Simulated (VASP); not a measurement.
Set up this calculation in VASP 6.6.1, as the native input.

| Quantity | Value |
| --- | --- |
| Task | single point |
| Functional | LDA |
| Potentials or basis | VASP PAW LDA potentials, release 64 (B, P) |
| Cutoff | 500 eV |
| k mesh | 10 × 10 × 10 |
| Occupations | gaussian, width 0.02 eV |
| Spin | no spin polarisation |
| Dipole correction | no |
| Further INCAR settings | ALGO = Normal; EDIFF = 1e-06; NBANDS = 11 |

The structure of BP lies in POSCAR:

```
BP
1.0
    0.0000000000      2.2229228706      2.2558474901
    2.2229228706      0.0000000000      2.2558474901
    2.2229228706      2.2229228706      0.0000000000
B P
1 1
Direct
    0.0000000000      0.0000000000      0.0000000000
    0.2500000000      0.2500000000      0.2500000000
```

This cell differs from its parent crystal: strained cell.

One way to write it, as run:

INCAR

```
ALGO = Normal ; EDIFF = 1E-6
ENCUT = 500 ; GGA = CA
GGA_COMPAT = False ; ISIF = 2
ISMEAR = 0 ; LASPH = True
LCHARG = False ; LREAL = False
LWAVE = False ; NBANDS = 11
NELM = 120 ; PREC = Accurate
SIGMA = 0.02
```

KPOINTS

```
k-points
0
Gamma
  10 10 10
```

Potentials or basis: VASP PAW LDA potentials, release 64 (B, P).

The run is started by

```console
$ cat potpaw_LDA.64/B/POTCAR potpaw_LDA.64/P/POTCAR > POTCAR
$ mpirun -np 1 vasp_std > vasp.out
```

Results of the run:

```yaml
Pressure: 2.6 GPa
Band_gap_on_the_k_mesh: 1.02 eV (least direct gap 3.38 eV)
```

Caveat: the cell differs from its parent crystal (strained cell).

It took 12 s on 1 thread of Intel(R) Xeon(R) Platinum 8259CL CPU @ 2.50GHz (Skylake/Cascade Lake), with other jobs on the host, peak memory 0.14 GiB.
